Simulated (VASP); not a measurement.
# BaZrO3 (Pm-3m) in VASP: further runs

Runs on BaZrO3. Level: LDA. Tasks: relaxation of cell and atoms, single point.

Program: VASP 6.6.1. These are calculated values, not measurements. Logs are shortened: lines on timing, memory, paths and dates and some standing lists are left out, and cuts for length are marked.

## 1. The cell of the first run

The structure is cubic, space group Pm-3m (No. 221). Conventional cell: a = 4.147 Å, b = 4.147 Å, c = 4.147 Å, α = 90.00°, β = 90.00°, γ = 90.00°. Within 3.9 Å of Ba (site symmetry m-3m) lie 12 O at 2.93 Å and 8 Zr at 3.59 Å. Within 2.7 Å of Zr (site symmetry m-3m) lie 6 O at 2.07 Å. O (site symmetry 4/mmm) has 2 Zr at 2.07 Å within 2.7 Å.

## 2. Relaxation of cell and atoms, LDA, target pressure 4 GPa, at which the enthalpy is minimised

Input file INCAR:

```
PREC = Accurate ; ENCUT = 600
EDIFF = 1E-6 ; ISMEAR = 0
SIGMA = 0.01 ; LREAL = False
LASPH = True ; NELM = 80
ALGO = Normal ; ISIF = 3
LWAVE = False ; LCHARG = False
GGA = CA ; IBRION = 2
NSW = 100 ; EDIFFG = -0.002
PSTRESS = 40.0
```

Input file KPOINTS:

```
Automatic mesh
0
Gamma
  4 4 4
```

Input file POSCAR:

```
BaZrO3
1.0
    4.1473627058      0.0000000000      0.0000000000
    0.0000000000      4.1473627058      0.0000000000
    0.0000000000      0.0000000000      4.1473627058
Ba Zr O
1 1 3
Direct
    0.0000000000      0.0000000000      0.0000000000
    0.5000000000      0.5000000000      0.5000000000
    0.0000000000      0.5000000000      0.5000000000
    0.5000000000      0.0000000000      0.5000000000
    0.5000000000      0.5000000000      0.0000000000
```

Potentials or basis: VASP PAW LDA potentials, release 64 (Ba_sv, Zr_sv, O).

Command:

```
$ cat potpaw_LDA.64/Ba_sv/POTCAR potpaw_LDA.64/Zr_sv/POTCAR potpaw_LDA.64/O/POTCAR > POTCAR
$ mpirun -np 1 vasp_std > vasp.out
```

OUTCAR:

```text
PREC = Accurate
   ENCUT = 600
   EDIFF = 1E-6
   ISMEAR = 0
   LREAL = False
   LASPH = True
   NELM = 80
   ISIF = 3
   GGA = CA
   IBRION = 2
   NSW = 100
   EDIFFG = -0.002
   PSTRESS = 40.0

 ion  position               nearest neighbor table
   1  0.000  0.000  0.000-   3 2.93   4 2.93   5 2.93   3 2.93   4 2.93   3 2.93   5 2.93   3 2.93
                             4 2.93   5 2.93   4 2.93   5 2.93   2 3.59   2 3.59   2 3.59   2 3.59
   2  0.500  0.500  0.500-   3 2.07   4 2.07   5 2.07   5 2.07   4 2.07   3 2.07   1 3.59   1 3.59
                             1 3.59   1 3.59   1 3.59   1 3.59   1 3.59   1 3.59
   3  0.000  0.500  0.500-   2 2.07   2 2.07   1 2.93   1 2.93   1 2.93   1 2.93
   4  0.500  0.000  0.500-   2 2.07   2 2.07   1 2.93   1 2.93   1 2.93   1 2.93
   5  0.500  0.500  0.000-   2 2.07   2 2.07   1 2.93   1 2.93   1 2.93   1 2.93

  LATTYP: Found a simple cubic cell.
 ALAT       =     4.1473627058

  Lattice vectors:

 A1 = (   4.1473627058,   0.0000000000,   0.0000000000)
 A2 = (   0.0000000000,   4.1473627058,   0.0000000000)
 A3 = (   0.0000000000,   0.0000000000,   4.1473627058)

Analysis of symmetry for initial positions (statically):
=====================================================================
 Subroutine PRICEL returns:
 Original cell was already a primitive cell.

 Routine SETGRP: Setting up the symmetry group for a
 simple cubic supercell.

 Subroutine GETGRP returns: Found 48 space group operations
 (whereof 48 operations were pure point group operations)
 out of a pool of 48 trial point group operations.

The static configuration has the point symmetry O_h .

Analysis of symmetry for dynamics (positions and initial velocities):
=====================================================================
 Subroutine PRICEL returns:
 Original cell was already a primitive cell.

 Routine SETGRP: Setting up the symmetry group for a
 simple cubic supercell.

 Subroutine GETGRP returns: Found 48 space group operations
 (whereof 48 operations were pure point group operations)
 out of a pool of 48 trial point group operations.

The dynamic configuration has the point symmetry O_h .

 Subroutine INISYM returns: Found 48 space group operations
 (whereof 48 operations are pure point group operations),
 and found     1 'primitive' translations

----------------------------------------------------------------------------------------

                                     Primitive cell

  volume of cell :      71.3372

  direct lattice vectors                    reciprocal lattice vectors
     4.147362706  0.000000000  0.000000000     0.241117084  0.000000000  0.000000000
     0.000000000  4.147362706  0.000000000     0.000000000  0.241117084  0.000000000
     0.000000000  0.000000000  4.147362706     0.000000000  0.000000000  0.241117084

  length of vectors
     4.147362706  4.147362706  4.147362706     0.241117084  0.241117084  0.241117084

  position of ions in fractional coordinates (direct lattice)
     0.000000000  0.000000000  0.000000000
     0.500000000  0.500000000  0.500000000
     0.000000000  0.500000000  0.500000000
     0.500000000  0.000000000  0.500000000
     0.500000000  0.500000000  0.000000000

  ion indices of the primitive-cell ions
   primitive index   ion index
                 1           1
                 2           2
                 3           3
                 4           4
                 5           5

----------------------------------------------------------------------------------------

 KPOINTS: Automatic mesh

Automatic generation of k-mesh.
 Grid dimensions read from file:
 generate k-points for:    4    4    4

 Generating k-lattice:

  Cartesian coordinates                     Fractional coordinates (reciprocal lattice)
     0.060279271  0.000000000  0.000000000     0.250000000  0.000000000  0.000000000
     0.000000000  0.060279271  0.000000000     0.000000000  0.250000000  0.000000000
     0.000000000  0.000000000  0.060279271     0.000000000  0.000000000  0.250000000

  Length of vectors
     0.060279271  0.060279271  0.060279271

  Shift w.r.t. Gamma in fractional coordinates (k-lattice)
     0.000000000  0.000000000  0.000000000

 Subroutine IBZKPT returns following result:
 ===========================================

 Found     10 irreducible k-points:

 Following reciprocal coordinates:
            Coordinates               Weight
  0.000000  0.000000  0.000000      1.000000
  0.250000  0.000000  0.000000      6.000000
  0.500000  0.000000  0.000000      3.000000
  0.250000  0.250000  0.000000     12.000000
  0.500000  0.250000  0.000000     12.000000
  0.500000  0.500000  0.000000      3.000000
  0.250000  0.250000  0.250000      8.000000
  0.500000  0.250000  0.250000     12.000000
  0.500000  0.500000  0.250000      6.000000
  0.500000  0.500000  0.500000      1.000000
   k-points           NKPTS =     10   k-points in BZ     NKDIM =     10   number of bands    NBANDS=     24
   number of dos      NEDOS =    301   number of ions     NIONS =      5
   total plane-waves  NPLWV =  46656
   dimension x,y,z NGX =    36 NGY =   36 NGZ =   36
   dimension x,y,z NGXF=    72 NGYF=   72 NGZF=   72
   ions per type =               1   1   3
   NGX,Y,Z   is equivalent  to a cutoff of  14.43, 14.43, 14.43 a.u.
   NGXF,Y,Z  is equivalent  to a cutoff of  28.86, 28.86, 28.86 a.u.
 SYSTEM =  unknown system
   PREC   = accura    normal or accurate (medium, high low for compatibility)
   ISTART =      0    job   : 0-new  1-cont  2-samecut
   ICHARG =      2    charge: 1-file 2-atom 10-const
   ISPIN  =      1    spin polarized calculation?
   LNONCOLLINEAR =      F non collinear calculations
   LSORBIT =      F    spin-orbit coupling
   LASPH  =      T    aspherical Exc in radial PAW
   ENCUT  =  600.0 eV  44.10 Ry    6.64 a.u.   8.28  8.28  8.28*2*pi/ulx,y,z
   NELM   =     80;   NELMIN=  2; NELMDL= -5     # of ELM steps
   EDIFF  = 0.1E-05   stopping-criterion for ELM
   LREAL  =      F    real-space projection
   EDIFFG = -.2E-02   stopping-criterion for IOM
   NSW    =    100    number of steps for IOM
   IBRION =      2    ionic relax: 0-MD 1-quasi-New 2-CG
   NFREE  =      1    steps in history (QN), initial steepest desc. (CG)
   ISIF   =      3    stress and relaxation
   ISYM   =      2    0-nonsym 1-usesym 2-fastsym
   POTIM  = 0.5000    time-step for ionic-motion
   TEBEG  =    0.0;   TEEND  =   0.0 temperature during run
   PSTRESS=   40.0 pullay stress
   NELECT =      40.0000    total number of electrons
   NUPDOWN=      -1.0000    fix difference up-down
   EMIN   =  10.00;   EMAX   =-10.00  energy-range for DOS
   EFERMI =   0.00;   METHOD = LEGACY
   ISMEAR =     0;   SIGMA  =   0.01  broadening in eV -4-tet -1-fermi 0-gaus
   EFERMI_NEDOS =   21; number of points for ismear=-14 and -15
   IALGO  =     38    algorithm
   IMIX   =      4    mixing-type and parameters
     AMIX     =   0.40;   BMIX     =  1.00
     AMIX_MAG =   1.60;   BMIX_MAG =  1.00
  volume/ion in A,a.u.               =      14.27        96.28
  Fermi-wavevector in a.u.,A,eV,Ry     =   1.349966  2.551066 24.795367  1.822408
  Thomas-Fermi vector in A             =   2.477509
   LORBIT       =      0    0 simple, 1 ext, 2 COOP (PROOUT), +10 PAW based schemes
   GGA     = CA    functional components
   LHFCALC =     F    Hartree Fock is set to
   AEXX    =    0.0000 exact exchange contribution
   IVDW    =     0    specifies the selected vdW correction
   LEPSILON=     F    determine dielectric tensor
   LRPA    =     F    only Hartree local field effects (RPA)
 conjugate gradient relaxation of ions
 non-spin polarized calculation
 Gauss-broadening in eV      SIGMA  =   0.01
  energy-cutoff  :      600.00
  volume of cell :       71.34
 maximum number of plane-waves:      2409
 NGX is ok and might be reduce to    36
   NGX = 17   NGY = 17   NGZ = 17

--------------------------------------- Ionic step        1  -------------------------------------------

 number of electron      39.9999990 magnetization

 Free energy of the ion-electron system (eV)
  ---------------------------------------------------
  ext. energy  EPLUGINS =         0.00000000
  ---------------------------------------------------
  free energy    TOTEN  =       -45.73430852 eV

  energy without entropy =      -45.73430852  energy(sigma->0) =      -45.73430852

------------------------ aborting loop because EDIFF is reached ----------------------------------------

  FORCE on cell =-STRESS in cart. coord.  units (eV):
  Direction    XX          YY          ZZ          XY          YZ          ZX
  --------------------------------------------------------------------------------------
  -------------------------------------------------------------------------------------
  Total        0.6142825      0.6142825      0.6142825      0.0000000      0.0000000     -0.0000000
  in kB       13.7963016     13.7963016     13.7963016      0.0000000      0.0000000     -0.0000000
  external PRESSURE =     -26.2036984 kB  Pullay stress =      40.0000000 kB
[... 102 lines left out ...]
  FREE ENERGIE OF THE ION-ELECTRON SYSTEM (eV)
  ---------------------------------------------------
  free  energy   TOTEN  =       -45.7177618445 eV

  energy  without entropy=      -45.7177618445  energy(sigma->0) =      -45.71776184

  enthalpy is  TOTEN    =       -43.9615414112 eV   P V=        1.7562204333

[... ionic steps 4 to 13 ...]

--------------------------------------- Ionic step       14  -------------------------------------------

 number of electron      39.9999985 magnetization

------------------------ aborting loop because EDIFF is reached ----------------------------------------

  FORCE on cell =-STRESS in cart. coord.  units (eV):
  Direction    XX          YY          ZZ          XY          YZ          ZX
  --------------------------------------------------------------------------------------
  -------------------------------------------------------------------------------------
  Total        1.7326289      1.7326289      1.7326289     -0.0000000     -0.0000000      0.0000000
  in kB       39.4576390     39.4576390     39.4576390     -0.0000000     -0.0000000      0.0000000
  external PRESSURE =      -0.5423610 kB  Pullay stress =      40.0000000 kB
[... 67 lines left out ...]
  enthalpy is  TOTEN    =       -43.9615415363 eV   P V=        1.7562550316

--------------------------------------- Ionic step       16  -------------------------------------------

 number of electron      39.9999985 magnetization

 Free energy of the ion-electron system (eV)
  ---------------------------------------------------
  ext. energy  EPLUGINS =         0.00000000
  ---------------------------------------------------
  free energy    TOTEN  =       -45.71741666 eV

  energy without entropy =      -45.71741666  energy(sigma->0) =      -45.71741666

 E-fermi :   3.9101     XC(G=0): -11.4648

 val. band max:        3.8119893947   @ k =   0.5000   0.5000   0.5000
 cond. band min:       6.9662110020   @ k =   0.0000   0.0000   0.0000
 fundamental gap:      3.1542216073
 Fermi energy:         3.9100751553

 k-point     1 :       0.0000    0.0000    0.0000
  band No.  band energies     occupation
      1     -42.5791      2.00000
      2     -21.1934      2.00000
      3     -20.9855      2.00000
      4     -20.9855      2.00000
      5     -20.9855      2.00000
      6     -12.3202      2.00000
[... 291 lines left out ...]
  FREE ENERGIE OF THE ION-ELECTRON SYSTEM (eV)
  ---------------------------------------------------
  free  energy   TOTEN  =       -45.7174166638 eV

  energy  without entropy=      -45.7174166638  energy(sigma->0) =      -45.71741666

  enthalpy is  TOTEN    =       -43.9615407506 eV   P V=        1.7558759133

 reached required accuracy - stopping structural energy minimisation
```

Wall time 43 s (1 thread of Intel Xeon 6975P-C (Granite Rapids), shared host); peak memory 0.19 GiB.

Results:

| Quantity | Value |
| --- | --- |
| Free energy | -45.7174 eV |
| Relaxed volume | 14.07 Å³/atom |
| Relaxed cell | a = 4.128 Å, b = 4.128 Å, c = 4.128 Å, α = 90.00°, β = 90.00°, γ = 90.00° |
| Space group after relaxing (to 0.05 Å) | Pm-3m (No. 221) |
| Energy change on relaxing (the enthalpy is what falls) | +3.4 meV/atom |
| Ionic steps | 16 |
| Pressure after relaxing | 4.0 GPa |
| Band gap on the k mesh | 3.15 eV, indirect (least direct gap 3.31 eV) |

Step by step:
| step | energy change (eV) | largest force (eV/Å) | pressure (GPa) | volume (Å³) |
| --- | --- | --- | --- | --- |
| 1 | 0.0000 | 0.0000 | 1.38 | 71.34 |
| 2 | 0.0682 | 0.0000 | 8.00 | 68.96 |
| 3 | 0.0165 | 0.0000 | 4.02 | 70.34 |
| 4 | 0.0161 | 0.0000 | 3.95 | 70.36 |
| 5 | 0.0161 | 0.0000 | 3.94 | 70.36 |
| 6 | 0.0161 | 0.0000 | 3.93 | 70.36 |
| 7 | 0.0161 | 0.0000 | 3.94 | 70.36 |
| 8 | 0.0161 | 0.0000 | 3.94 | 70.36 |
| 9 | 0.0161 | 0.0000 | 3.94 | 70.36 |
| 10 | 0.0161 | 0.0000 | 3.94 | 70.36 |
| 11 | 0.0162 | 0.0000 | 3.94 | 70.36 |
| 12 | 0.0162 | 0.0000 | 3.94 | 70.36 |
| 13 | 0.0162 | 0.0000 | 3.94 | 70.36 |
| 14 | 0.0163 | 0.0000 | 3.95 | 70.35 |
| 15 | 0.0165 | 0.0000 | 3.97 | 70.35 |
| 16 | 0.0169 | 0.0000 | 4.01 | 70.33 |

Final structure:
```xyz
5
Lattice="4.1278 0.0000 0.0000 0.0000 4.1278 0.0000 0.0000 0.0000 4.1278" Properties=species:S:1:pos:R:3 pbc="T T T"
Ba    0.0000    0.0000    0.0000
Zr    2.0639    2.0639    2.0639
O     0.0000    2.0639    2.0639
O     2.0639    4.1278    2.0639
O     2.0639    2.0639    0.0000
```

Caveat: the cell is relaxed towards a set pressure, so the enthalpy falls and the energy may rise; spin-orbit coupling is left out, which moves the levels of the heavy elements. Zero-point motion and thermal expansion aren't in these numbers.

## 3. Relaxation of cell and atoms, LDA, target pressure 7 GPa, at which the enthalpy is minimised

Input file INCAR:

```
SYSTEM = BaZrO3
  ALGO = Normal
  EDIFF = 1E-6
  EDIFFG = -0.002
  ENCUT = 600
  GGA = CA
  IBRION = 2
  ISIF = 3
  ISMEAR = 0
  LASPH = .True.
  LCHARG = .False.
  LREAL = .False.
  LWAVE = .False.
  NELM = 100
  NSW = 100
  PREC = Accurate
  PSTRESS = 70.0
  SIGMA = 0.01
```

Input file KPOINTS:

```
k-points
0
Gamma
  4 4 4
  0 0 0
```

POSCAR is that of step 2.

Potentials or basis: VASP PAW LDA potentials, release 64 (Ba_sv, Zr_sv, O).

Command:

```
$ cat potpaw_LDA.64/Ba_sv/POTCAR potpaw_LDA.64/Zr_sv/POTCAR potpaw_LDA.64/O/POTCAR > POTCAR
$ mpirun -np 1 vasp_std > vasp.out
```

Wall time 27 s (1 thread of Intel Xeon 6975P-C (Granite Rapids), shared host); peak memory 0.19 GiB.

The run converged. Its results:

```
Free energy                                            : -45.6817 eV
Relaxed volume                                         : 13.86 Å³/atom
Relaxed cell                                           : a = 4.107 Å, b = 4.107 Å, c = 4.107 Å, α = 90.00°, β = 90.00°, γ = 90.00°
Space group after relaxing (to 0.05 Å)                 : Pm-3m (No. 221)
Energy change on relaxing (the enthalpy is what falls) : +10.5 meV/atom
Ionic steps                                            : 5
Pressure after relaxing                                : 7.0 GPa
Band gap on the k mesh                                 : 3.18 eV, indirect (least direct gap 3.32 eV)
```

Step by step:
```tsv
step	energy change (eV)	largest force (eV/Å)	pressure (GPa)	volume (Å³)
1	0.0000	0.0000	1.38	71.34
2	0.2725	0.0000	16.93	66.29
3	0.0517	0.0000	6.93	69.31
4	0.0535	0.0000	7.03	69.27
5	0.0526	0.0000	7.00	69.29
```

Final structure:
```
Ba Zr O
1.0
     4.10727    0.00000    0.00000
     0.00000    4.10727    0.00000
     0.00000    0.00000    4.10727
Ba Zr O
1 1 3
Direct
  0.00000 0.00000 0.00000
  0.50000 0.50000 0.50000
  0.00000 0.50000 0.50000
  0.50000 0.00000 0.50000
  0.50000 0.50000 0.00000
```

Levels at points of the mesh, in eV from the valence-band top:
```csv
k point,band 17,band 18,band 19,band 20,band 21,band 22,band 23,band 24
"(0.00, 0.00, 0.00)",-1.10,-0.14,-0.14,-0.14,3.18,3.18,3.18,4.58
"(0.50, 0.00, 0.00)",-1.85,-1.85,-0.34,-0.34,3.70,6.05,6.05,6.56
"(0.50, 0.50, 0.00)",-0.92,-0.92,-0.61,-0.09,6.01,6.01,6.72,6.84
"(0.50, 0.50, 0.50)",-2.57,0.00,0.00,0.00,6.15,6.15,6.15,7.50
```

Caveat: the cell is relaxed towards a set pressure, so the enthalpy falls and the energy may rise; spin-orbit coupling is left out, which moves the levels of the heavy elements. A k mesh can miss the band edges.

[end of part 1 of 2]
